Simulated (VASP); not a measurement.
Here is a VASP 6.6.1 calculation.

Contents of INCAR:

```
  ALGO = Normal
  EDIFF = 1E-6
  ENCUT = 520
  GGA = PE
  ISIF = 2
  ISMEAR = -1
  ISPIN = 2
  LASPH = True
  LCHARG = False
  LMAXMIX = 4
  LORBIT = 11
  LREAL = False
  LWAVE = False
  MAGMOM = 2 0
  NBANDS = 18
  NELM = 150
  PREC = Accurate
  SIGMA = 0.05
```

File KPOINTS:

```
k-points
0
Gamma
  11 11 10
```

Contents of POSCAR:

```
CoO
1.0
    2.8284500000      0.0000000000      0.0000000000
   -1.4142300000      2.4495100000      0.0000000000
    0.0000000000      0.0000000000      2.7217200000
Co O
1 1
Direct
    0.0326350000      0.0325580000      0.5050160000
    0.6565580000      0.3317920000     -0.0039670000
```

Potentials or basis: VASP PAW PBE potentials, release 64 (Co, O).

Command:

```console
$ cat potpaw_PBE.64/Co/POTCAR potpaw_PBE.64/O/POTCAR > POTCAR
$ mpirun -np 1 vasp_std > vasp.out
```

Question: Predict the largest force.

Answer: 0.380 eV/Å.

Question: Predict the band gap on the k mesh.

Answer: Zero (filled and empty bands overlap).

Stress tensor (GPa, compression positive):
```
1.51 0.68 0.39
0.68 0.23 0.34
0.39 0.34 0.76
```

Caveat: the cell differs from its parent crystal (atoms moved at random); a cell with one magnetic atom can't hold antiferromagnetic order, which such compounds often take; semilocal functionals often make such compounds metallic where correlation or magnetic order opens a gap, which also shifts bond lengths.
